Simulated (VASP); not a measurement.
# C (P6_3/mmc) in VASP: further runs

C is run at these levels: PBE, PBEsol; tasks: single point.

Program: VASP 6.6.1. These are calculated values, not measurements. Logs are shortened: lines on timing, memory, paths and dates and some standing lists are left out, and cuts for length are marked.

### Step 1. The cell of the first run

Symmetry: P6_3/mmc, No. 194, hexagonal system. The conventional cell has a = 2.503 Å, b = 2.503 Å, c = 4.169 Å, α = 90.00°, β = 90.00°, γ = 120.00°. C (site symmetry 3m) has 4 C at 1.54 to 1.56 Å within 2.0 Å.

### Step 2. Single point, PBE

INCAR

```
ALGO = Normal
EDIFF = 1E-6
ENCUT = 520
GGA = PE
ISIF = 2
ISMEAR = 0
LASPH = True
LCHARG = False
LREAL = False
LWAVE = False
NBANDS = 16
NELM = 100
PREC = Accurate
SIGMA = 0.01
```

KPOINTS

```
k-points
0
Gamma
  6 6 4
```

POSCAR

```
C
1.0
    2.5031953710      0.0000000000      0.0000000000
   -1.2515976855      2.1678307819      0.0000000000
    0.0000000000      0.0000000000      4.1688692747
C
4
Direct
    0.3333333333      0.6666666667      0.0002313176
    0.6666666667      0.3333333333      0.5002313176
    0.3333333333      0.6666666667      0.3747686824
    0.6666666667      0.3333333333      0.8747686824
```

Potentials or basis: VASP PAW PBE potentials, release 64 (C).

The run is started by

```console
> cat potpaw_PBE.64/C/POTCAR > POTCAR
> mpirun -np 1 vasp_std > vasp.out
```

OUTCAR:

```text
EDIFF = 1E-6
   ENCUT = 520
   GGA = PE
   ISIF = 2
   ISMEAR = 0
   LASPH = True
   LREAL = False
   NELM = 100
   PREC = Accurate

 ion  position               nearest neighbor table
   1  0.333  0.667  0.000-   4 1.54   4 1.54   4 1.54   3 1.56
   2  0.667  0.333  0.500-   3 1.54   3 1.54   3 1.54   4 1.56
   3  0.333  0.667  0.375-   2 1.54   2 1.54   2 1.54   1 1.56
   4  0.667  0.333  0.875-   1 1.54   1 1.54   1 1.54   2 1.56

  LATTYP: Found a hexagonal cell.
 ALAT       =     2.5031953710
 C/A-ratio  =     1.6654190572

  Lattice vectors:

 A1 = (   2.5031953710,   0.0000000000,   0.0000000000)
 A2 = (  -1.2515976855,   2.1678307819,   0.0000000000)
 A3 = (   0.0000000000,   0.0000000000,   4.1688692747)

Analysis of symmetry for initial positions (statically):
=====================================================================
 Subroutine PRICEL returns:
 Original cell was already a primitive cell.

 Routine SETGRP: Setting up the symmetry group for a
 hexagonal supercell.

 Subroutine GETGRP returns: Found 24 space group operations
 (whereof  6 operations were pure point group operations)
 out of a pool of 24 trial point group operations.

The static configuration has the point symmetry C_3v.
 The point group associated with its full space group is D_6h.

Analysis of symmetry for dynamics (positions and initial velocities):
=====================================================================
 Subroutine PRICEL returns:
 Original cell was already a primitive cell.

 Routine SETGRP: Setting up the symmetry group for a
 hexagonal supercell.

 Subroutine GETGRP returns: Found 24 space group operations
 (whereof  6 operations were pure point group operations)
 out of a pool of 24 trial point group operations.

The dynamic configuration has the point symmetry C_3v.
 The point group associated with its full space group is D_6h.

 Subroutine INISYM returns: Found 24 space group operations
 (whereof  6 operations are pure point group operations),
 and found     1 'primitive' translations

----------------------------------------------------------------------------------------

                                     Primitive cell

  volume of cell :      22.6224

  direct lattice vectors                    reciprocal lattice vectors
     2.503195371  0.000000000  0.000000000     0.399489393  0.230645309  0.000000000
    -1.251597685  2.167830782  0.000000000     0.000000000  0.461290617  0.000000000
     0.000000000  0.000000000  4.168869275     0.000000000  0.000000000  0.239873197

  length of vectors
     2.503195371  2.503195371  4.168869275     0.461290617  0.461290617  0.239873197

  position of ions in fractional coordinates (direct lattice)
     0.333333333  0.666666667  0.000231318
     0.666666667  0.333333333  0.500231318
     0.333333333  0.666666667  0.374768682
     0.666666667  0.333333333  0.874768682

  ion indices of the primitive-cell ions
   primitive index   ion index
                 1           1
                 2           2
                 3           3
                 4           4

----------------------------------------------------------------------------------------

 KPOINTS: k-points

Automatic generation of k-mesh.
 Grid dimensions read from file:
 generate k-points for:    6    6    4

 Generating k-lattice:

  Cartesian coordinates                     Fractional coordinates (reciprocal lattice)
     0.066581566  0.038440885  0.000000000     0.166666667  0.000000000  0.000000000
     0.000000000  0.076881770  0.000000000     0.000000000  0.166666667  0.000000000
     0.000000000  0.000000000  0.059968299     0.000000000  0.000000000  0.250000000

  Length of vectors
     0.076881770  0.076881770  0.059968299

  Shift w.r.t. Gamma in fractional coordinates (k-lattice)
     0.000000000  0.000000000  0.000000000

 Subroutine IBZKPT returns following result:
 ===========================================

 Found     21 irreducible k-points:

 Following reciprocal coordinates:
            Coordinates               Weight
  0.000000  0.000000  0.000000      1.000000
  0.166667 -0.000000  0.000000      6.000000
  0.333333 -0.000000  0.000000      6.000000
  0.500000 -0.000000  0.000000      3.000000
  0.166667  0.166667  0.000000      6.000000
  0.333333  0.166667  0.000000     12.000000
[... 13 lines left out ...]
  0.333333  0.166667  0.500000     12.000000
  0.333333  0.333333  0.500000      2.000000
   k-points           NKPTS =     21   k-points in BZ     NKDIM =     21   number of bands    NBANDS=     16
   number of dos      NEDOS =    301   number of ions     NIONS =      4
   total plane-waves  NPLWV =  12800
   dimension x,y,z NGX =    20 NGY =   20 NGZ =   32
   dimension x,y,z NGXF=    40 NGYF=   40 NGZF=   64
   ions per type =               4
   NGX,Y,Z   is equivalent  to a cutoff of  13.28, 13.28, 12.76 a.u.
   NGXF,Y,Z  is equivalent  to a cutoff of  26.57, 26.57, 25.52 a.u.
 SYSTEM =  unknown system
   PREC   = accura    normal or accurate (medium, high low for compatibility)
   ISTART =      0    job   : 0-new  1-cont  2-samecut
   ICHARG =      2    charge: 1-file 2-atom 10-const
   ISPIN  =      1    spin polarized calculation?
   LNONCOLLINEAR =      F non collinear calculations
   LSORBIT =      F    spin-orbit coupling
   LASPH  =      T    aspherical Exc in radial PAW
   ENCUT  =  520.0 eV  38.22 Ry    6.18 a.u.   4.65  4.65  7.75*2*pi/ulx,y,z
   NELM   =    100;   NELMIN=  2; NELMDL= -5     # of ELM steps
   EDIFF  = 0.1E-05   stopping-criterion for ELM
   LREAL  =      F    real-space projection
   EDIFFG = 0.1E-04   stopping-criterion for IOM
   NSW    =      0    number of steps for IOM
   IBRION =     -1    ionic relax: 0-MD 1-quasi-New 2-CG
   NFREE  =      0    steps in history (QN), initial steepest desc. (CG)
   ISIF   =      2    stress and relaxation
   ISYM   =      2    0-nonsym 1-usesym 2-fastsym
   POTIM  = 0.5000    time-step for ionic-motion
   TEBEG  =    0.0;   TEEND  =   0.0 temperature during run
   PSTRESS=    0.0 pullay stress
   NELECT =      16.0000    total number of electrons
   NUPDOWN=      -1.0000    fix difference up-down
   EMIN   =  10.00;   EMAX   =-10.00  energy-range for DOS
   EFERMI =   0.00;   METHOD = LEGACY
   ISMEAR =     0;   SIGMA  =   0.01  broadening in eV -4-tet -1-fermi 0-gaus
   EFERMI_NEDOS =   21; number of points for ismear=-14 and -15
   IALGO  =     38    algorithm
   IMIX   =      4    mixing-type and parameters
     AMIX     =   0.40;   BMIX     =  1.00
     AMIX_MAG =   1.60;   BMIX_MAG =  1.00
  volume/ion in A,a.u.               =       5.66        38.17
  Fermi-wavevector in a.u.,A,eV,Ry     =   1.458597  2.756349 28.946471  2.127506
  Thomas-Fermi vector in A             =   2.575263
   LORBIT       =      0    0 simple, 1 ext, 2 COOP (PROOUT), +10 PAW based schemes
   GGA     = PE    functional components
   LHFCALC =     F    Hartree Fock is set to
   AEXX    =    0.0000 exact exchange contribution
   IVDW    =     0    specifies the selected vdW correction
   LEPSILON=     F    determine dielectric tensor
   LRPA    =     F    only Hartree local field effects (RPA)
 non-spin polarized calculation
 Gauss-broadening in eV      SIGMA  =   0.01
  energy-cutoff  :      520.00
  volume of cell :       22.62
 maximum number of plane-waves:       620
 NGX is ok and might be reduce to    20
   NGX =  9   NGY =  9   NGZ = 15

 number of electron      16.0000000 magnetization

 Free energy of the ion-electron system (eV)
  ---------------------------------------------------
  ext. energy  EPLUGINS =         0.00000000
  ---------------------------------------------------
  free energy    TOTEN  =       -36.25776409 eV

  energy without entropy =      -36.25776409  energy(sigma->0) =      -36.25776409

 E-fermi :  10.1156     XC(G=0): -13.2592

 val. band max:       10.0611168201   @ k =   0.0000   0.0000   0.0000
 cond. band min:      13.3703955614   @ k =   0.3333   0.3333   0.0000
 fundamental gap:      3.3092787414
 Fermi energy:        10.1156357656

 k-point     1 :       0.0000    0.0000    0.0000
  band No.  band energies     occupation
      1     -11.7657      2.00000
      2      -6.1837      2.00000
      3      -3.6555      2.00000
      4       6.9770      2.00000
      5       6.9770      2.00000
      6       9.5835      2.00000
[... 8 lines left out ...]
     15      24.2192      0.00000
     16      27.7901      0.00000

 k-point     2 :       0.1667   -0.0000    0.0000
  band No.  band energies     occupation
      1     -11.0753      2.00000
      2      -5.5614      2.00000
      3      -3.0217      2.00000
      4       4.1041      2.00000
      5       5.8095      2.00000
      6       7.6159      2.00000
[... 8 lines left out ...]
     15      25.0536      0.00000
     16      25.2981      0.00000

 k-point     3 :       0.3333   -0.0000    0.0000
  band No.  band energies     occupation
      1      -9.0470      2.00000
      2      -3.7260      2.00000
      3      -1.7767      2.00000
      4      -0.2148      2.00000
      5       3.3768      2.00000
      6       4.2080      2.00000
[... 8 lines left out ...]
     15      25.0138      0.00000
     16      26.4684      0.00000

 k-point     4 :       0.5000   -0.0000    0.0000
  band No.  band energies     occupation
      1      -6.4942      2.00000
      2      -4.6813      2.00000
      3      -1.3080      2.00000
      4       0.0231      2.00000
      5       0.7849      2.00000
      6       3.5869      2.00000
[... 8 lines left out ...]
     15      26.6597      0.00000
     16      28.5934      0.00000
[... 267 lines left out ...]
 k-point    19 :       0.1667    0.1667    0.5000
  band No.  band energies     occupation
      1      -8.0736      2.00000
      2      -8.0736      2.00000
      3       2.2535      2.00000
      4       2.2535      2.00000
      5       4.3070      2.00000
      6       4.3070      2.00000
[... 8 lines left out ...]
     15      24.0127      0.00000
     16      24.0127      0.00000

 k-point    20 :       0.3333    0.1667    0.5000
  band No.  band energies     occupation
      1      -5.5645      2.00000
      2      -5.5645      2.00000
      3      -1.3883      2.00000
      4      -1.3883      2.00000
      5       2.8656      2.00000
      6       2.8656      2.00000
[... 8 lines left out ...]
     15      25.1988      0.00000
     16      25.1988      0.00000

 k-point    21 :       0.3333    0.3333    0.5000
  band No.  band energies     occupation
      1      -3.5474      2.00000
      2      -3.5474      2.00000
      3      -2.4567      2.00000
      4      -2.4567      2.00000
      5       0.5111      2.00000
      6       0.5111      2.00000
[... 8 lines left out ...]
     15      25.4637      0.00000
     16      25.4637      0.00000

------------------------ aborting loop because EDIFF is reached ----------------------------------------

  FORCE on cell =-STRESS in cart. coord.  units (eV):
  Direction    XX          YY          ZZ          XY          YZ          ZX
  --------------------------------------------------------------------------------------
  -------------------------------------------------------------------------------------
  Total        0.7433710      0.7433710      0.5873190      0.0000000      0.0000000      0.0000000
  in kB       52.6475015     52.6475015     41.5954897      0.0000000      0.0000000      0.0000000
  external PRESSURE =      48.9634975 kB  Pullay stress =       0.0000000 kB

 VOLUME and BASIS-vectors are now :
 -----------------------------------------------------------------------------
  energy-cutoff  :      520.00
  volume of cell :       22.62
      direct lattice vectors                 reciprocal lattice vectors
     2.503195371  0.000000000  0.000000000     0.399489393  0.230645309  0.000000000
    -1.251597685  2.167830782  0.000000000     0.000000000  0.461290617  0.000000000
     0.000000000  0.000000000  4.168869275     0.000000000  0.000000000  0.239873197

 POSITION                                       TOTAL-FORCE (eV/Angst)
 -----------------------------------------------------------------------------------
     -0.00000      1.44522      0.00096        -0.000000     -0.000000      0.006311
      1.25160      0.72261      2.08540         0.000000      0.000000      0.006311
     -0.00000      1.44522      1.56236        -0.000000     -0.000000     -0.006311
      1.25160      0.72261      3.64680         0.000000      0.000000     -0.006311
 -----------------------------------------------------------------------------------
    total drift:                               -0.000000      0.000000      0.000000

  FREE ENERGIE OF THE ION-ELECTRON SYSTEM (eV)
  ---------------------------------------------------
  free  energy   TOTEN  =       -36.2577640939 eV

  energy  without entropy=      -36.2577640939  energy(sigma->0) =      -36.25776409
```

Wall time 6.7 s (1 thread of Intel Xeon 8259CL, shared host); peak memory 0.13 GiB.

Results:

- Free energy: -36.2578 eV
- Pressure: 4.9 GPa
- Largest force: 0.006 eV/Å
- Band gap on the k mesh: 3.31 eV (least direct gap 4.99 eV)

Forces in eV/Å, atoms in the order of the input:
```
C    0.000  0.000  0.006
C    0.000  0.000  0.006
C    0.000  0.000 -0.006
C    0.000  0.000 -0.006
```

Levels at points of the mesh, in eV from the valence-band top:
```
           k point  band 4  band 5  band 6  band 7  band 8  band 9  band 10  band 11  band 12  band 13
(0.00, 0.00, 0.00)   -3.08   -3.08   -0.48    0.00    0.00    4.99     4.99     5.34     8.18     9.55
(0.50, 0.00, 0.00)  -10.04   -9.28   -6.47   -5.96   -3.15    4.51     8.10     8.32     8.40    10.98
(0.00, 0.00, 0.50)   -7.06   -1.85   -1.85   -1.85   -1.85    7.27     7.27     7.27     7.27     7.69
(0.50, 0.00, 0.50)  -13.02   -5.11   -5.11   -4.83   -4.83    5.91     5.91     6.52     6.52    12.53
```

Caveat: the k points lie up to 0.48 Å⁻¹ apart.

### Step 3. Single point, PBEsol

This run uses another cell than the first one, of 5.63 Å³/atom.

INCAR

```
PREC = Accurate ; ENCUT = 520
EDIFF = 1E-6 ; ISMEAR = -1
SIGMA = 0.02 ; LREAL = False
LASPH = True ; NELM = 60
ALGO = Normal ; ISIF = 2
LWAVE = False ; LCHARG = False
GGA = PS ; NBANDS = 16
```

KPOINTS

```
Automatic mesh
0
Gamma
  12 12 6
```

POSCAR

```
C
1.0
    2.4988208246      0.0000000000      0.0000000000
   -1.2494104123      2.1640423136      0.0000000000
    0.0000000000      0.0000000000      4.1608703657
C
4
Direct
    0.3333333333      0.6666666667      0.0003017318
    0.6666666667      0.3333333333      0.5003017318
    0.3333333333      0.6666666667      0.3746982682
    0.6666666667      0.3333333333      0.8746982682
```

Potentials or basis: VASP PAW PBE potentials, release 64 (C).

The run is started by

```console
> cat potpaw_PBE.64/C/POTCAR > POTCAR
> mpirun -np 1 vasp_std > vasp.out
```

Wall time 18 s (1 thread of Intel Xeon 8259CL, shared host); peak memory 0.14 GiB.

It converged, with:

```yaml
Free_energy: -38.4042 eV
Pressure: 1.1 GPa
Largest_force: 0.005 eV/Å
Band_gap_on_the_k_mesh: 3.04 eV (least direct gap 4.92 eV)
```

Forces in eV/Å, atoms in the order of the input:
```
C    0.000  0.000  0.005
C    0.000  0.000  0.005
C    0.000  0.000 -0.005
C    0.000  0.000 -0.005
```

Stress tensor (GPa, compression positive):
```
1.13 0.00 0.00
0.00 1.13 0.00
0.00 0.00 0.99
```

Levels at points of the mesh, in eV from the valence-band top:
```csv
k point,band 6,band 7,band 8,band 9,band 10,band 11
"(0.00, 0.00, 0.00)",-0.51,0.00,0.00,4.92,4.92,5.30
"(0.50, 0.00, 0.00)",-6.56,-6.09,-3.18,4.36,7.90,8.24
"(0.00, 0.00, 0.50)",-1.88,-1.88,-1.88,7.22,7.22,7.22
"(0.50, 0.00, 0.50)",-5.17,-4.89,-4.89,5.78,5.78,6.44
```

Caveat: the PAW data sets were made with another functional, which shifts forces and pressure a little. A k mesh can miss the band edges.
